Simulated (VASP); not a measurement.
Here is a VASP 6.6.1 calculation.

Contents of INCAR:

```
SYSTEM = B2Ru3
PREC = Accurate
ENCUT = 520
EDIFF = 1E-7
ISMEAR = 0
SIGMA = 0.2
LREAL = .FALSE.
LASPH = .TRUE.
NELM = 80
ALGO = Fast
ISIF = 2
LWAVE = .FALSE.
LCHARG = .FALSE.
GGA = PE
NBANDS = 59
```

File KPOINTS:

```
regular mesh
0
G
  8 4 4
  0 0 0
```

POSCAR

```
B2Ru3
1.0
    2.9349441876     -0.0008869307     -0.0014462786
   -0.0013817030      5.0557021000      0.0075277239
   -0.0047421160      0.0107244691      7.4942862511
B Ru
4 6
Direct
    0.4998189452      0.1666842672      0.8115015088
    1.0000402474      0.6666022377      0.8114998061
    0.9998914023      0.3335628732      0.1885430293
    0.4997721304      0.8335602214      0.1884803283
    0.4995544545      0.1674966969      0.3573470721
    0.9995012665      0.6675722190      0.3573915971
    0.9997578861      0.3330281430      0.6426061738
    0.4998534696      0.8330675841      0.6426376913
    1.0008242888     -0.0007873208      0.9999430282
    0.5009859092      0.4992130783      0.0000497649
```

Potentials or basis: VASP PAW PBE potentials, release 64 (B, Ru_pv).

The run is started by

```sh
$ cat potpaw_PBE.64/B/POTCAR potpaw_PBE.64/Ru_pv/POTCAR > POTCAR
$ mpirun -np 1 vasp_std > vasp.out
```

Q: Estimate the largest force.

A: 0.016 eV/Å.

Q: What does it give for the band gap on the k mesh?

A: Zero (band 48 reaches 11.73 eV, above the bottom of band 49 at 10.34 eV).

Q: What does it give for the pressure?

A: 0.0 GPa.

Forces in eV/Å, atoms in the order of the input:
```
B    0.001 -0.006  0.003
B   -0.002 -0.005  0.004
B    0.002  0.002 -0.006
B    0.003  0.003 -0.003
Ru  -0.001 -0.004  0.016
Ru   0.000 -0.006  0.013
Ru   0.000  0.007 -0.013
Ru   0.000  0.004 -0.014
Ru  -0.002  0.003  0.001
Ru  -0.003  0.003  0.000
```
